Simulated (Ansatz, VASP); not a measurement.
InSe: VASP beside Ansatz

INCAR

```
SYSTEM = InSe
  PREC = Accurate
  ENCUT = 520
  EDIFF = 1E-7
  ISMEAR = 0
  SIGMA = 0.03
  LREAL = .False.
  LASPH = .True.
  NELM = 60
  ALGO = Normal
  ISIF = 2
  LWAVE = .False.
  LCHARG = .False.
  GGA = PS
  NBANDS = 27
```

Contents of KPOINTS:

```
Automatic mesh
0
Gamma
  12 12 12
  0 0 0
```

File POSCAR:

```
InSe
1.0
    2.0799996363      1.2008883499      7.6513364000
   -2.0799996363      1.2008883499      7.6513364000
    0.0000000000     -2.4017766999      7.6513364000
In Se
2 2
Direct
    0.0000000000      0.0000000000      0.0000000000
    0.1122000000      0.1122000000      0.1122000000
    0.6155000000      0.6155000000      0.6155000000
    0.8300000000      0.8300000000      0.8300000000
```

Input for Ansatz:

```yaml
crystal:
  lattice:
    - [2.0799996363, 1.2008883499, 7.6513364]
    - [-2.0799996363, 1.2008883499, 7.6513364]
    - [0.0, -2.4017766999, 7.6513364]
  atoms:
    - { symbol: In, position: [0.0, 0.0, 0.0] }
    - { symbol: In, position: [0.1122, 0.1122, 0.1122] }
    - { symbol: Se, position: [0.6155, 0.6155, 0.6155] }
    - { symbol: Se, position: [0.83, 0.83, 0.83] }
basis:
  ecutwfc: 420
kpoints:
  mp_grid: { grid: [12, 12, 12] }
hamiltonian:
  xc: pbesol
scf:
  occupations: { method: gaussian, width: 0.03 }
output:
  forces: true
  stress: true
  eigenvalues: true
```

Change from the starting cell: strain +0.040 along x and y, -0.080 along z, atoms carried along.

Alike in both runs: task single point; functional PBEsol; k mesh 12 × 12 × 12; occupations gaussian, width 0.03 eV; no spin polarisation.

|  | VASP | Ansatz |
| --- | --- | --- |
| version | VASP 6.6.1 | Ansatz 0.2.0 |
| potentials or method | VASP PAW PBE potentials, release 64 (In_d, Se), cutoff 520 eV | scalar-relativistic, plane waves, PAW |
| valence electrons in the cell | 38 | 58 |

Ansatz gave:

| Item | Value |
| --- | --- |
| gap on the k mesh at the Fermi level (eV) | 0.17 |
| least direct gap on the mesh (eV) | 0.36 |
| pressure (GPa) | 0.7 |
| traceless stress, the component that is largest in VASP (GPa) | 5.62 |
| rms of the force components (eV/Å) | 0.573 |

Q: Which values does VASP return?

A: gap on the k mesh at the Fermi level (eV): 0.17; least direct gap on the mesh (eV): 0.35; pressure (GPa): 0.8; traceless stress, the component that is largest in VASP (GPa): 5.60; rms of the force components (eV/Å): 0.567.

VASP's potentials were made for PBE, not for PBEsol. Atom by atom the forces differ by 0.010 eV/Å (rms over components). VASP's potentials hold 38 valence electrons a cell and Ansatz's 58, so a difference there can come from the potentials and not from the codes.
